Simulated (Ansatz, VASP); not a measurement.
# SnTe: VASP beside Ansatz

File INCAR:

```
SYSTEM = SnTe
ALGO = Normal
EDIFF = 1E-6
ENCUT = 500
GGA = PE
GGA_COMPAT = .False.
ISIF = 2
ISMEAR = -1
LASPH = .True.
LCHARG = .False.
LREAL = .False.
LWAVE = .False.
NBANDS = 17
NELM = 120
PREC = Accurate
SIGMA = 0.04
```

Contents of KPOINTS:

```
k-points
0
Gamma
  4 4 4
  0 0 0
```

POSCAR

```
SnTe
1.0
    0.0000000000      3.1508500000      3.1508500000
    3.1508500000      0.0000000000      3.1508500000
    3.1508500000      3.1508500000      0.0000000000
Te Sn
1 1
Direct
    0.5000000000      0.5000000000      0.5000000000
    0.0000000000      0.0000000000      0.0000000000
```

File input.yaml:

```yaml
crystal:
  lattice:
    - [0.0, 3.15085, 3.15085]
    - [3.15085, 0.0, 3.15085]
    - [3.15085, 3.15085, 0.0]
  atoms:
    - { symbol: Te, position: [0.5, 0.5, 0.5] }
    - { symbol: Sn, position: [0.0, 0.0, 0.0] }
kpoints:
  mp_grid: { grid: [4, 4, 4] }
scf:
  occupations: { method: fermi_dirac, width: 0.04 }
hamiltonian:
  xc: pbe
  pseudopotentials: { kind: all_electron, lapw: { basis_error: 0.002 } }
output:
  forces: true
  stress: true
  eigenvalues: true
```

Alike in both runs: task single point; functional PBE; k mesh 4 × 4 × 4; occupations fermi-dirac, width 0.04 eV; no spin polarisation.

|  | VASP | Ansatz |
| --- | --- | --- |
| version | VASP 6.6.1 | Ansatz 0.2.0 |
| potentials or method | VASP PAW PBE potentials, release 64 (Te, Sn_d), cutoff 500 eV | all-electron LAPW, scalar-relativistic |

|  | VASP | Ansatz | Ansatz less VASP |
| --- | --- | --- | --- |
| pressure (GPa) | 1.7 | 1.8 | +0.03 |

Ansatz ran all-electron here, and VASP with PAW potentials.

The k mesh is coarse, so the values compare programs but aren't converged. Spin-orbit coupling is off throughout.
